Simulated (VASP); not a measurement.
H, 16 atoms in the cell. The cell holds an amorphous packing of atoms, 16 atoms: a = 6.000 Å, b = 6.000 Å, c = 6.000 Å, α = 90.00°, β = 90.00°, γ = 90.00°. 

```yaml
Program: VASP 6.6.1
Task: single point
Functional: LDA
Potentials_or_basis: VASP PAW LDA potentials, release 64 (H)
Cutoff: 520 eV
k_mesh: 1 × 1 × 1
Occupations: fermi-dirac, width 0.05 eV
Spin: no spin polarisation
Dipole_correction: no
Further_INCAR_settings: LREAL = Auto; ALGO = Normal; EDIFF = 1e-06; NBANDS = 22
```

Potentials or basis: VASP PAW LDA potentials, release 64 (H).

Command:

```sh
$ cat potpaw_LDA.64/H/POTCAR > POTCAR
$ mpirun -np 1 vasp_gam > vasp.out
```

Hardware: 1 thread of Intel(R) Xeon(R) 6975P-C (Granite Rapids), on a shared host.

Problem. How long does it take, and how much memory?

Solution. It took 5.8 s on 1 thread of Intel(R) Xeon(R) 6975P-C (Granite Rapids) (shared host), peak memory 0.2 GiB. Counts: scf iterations 14, k points 1.
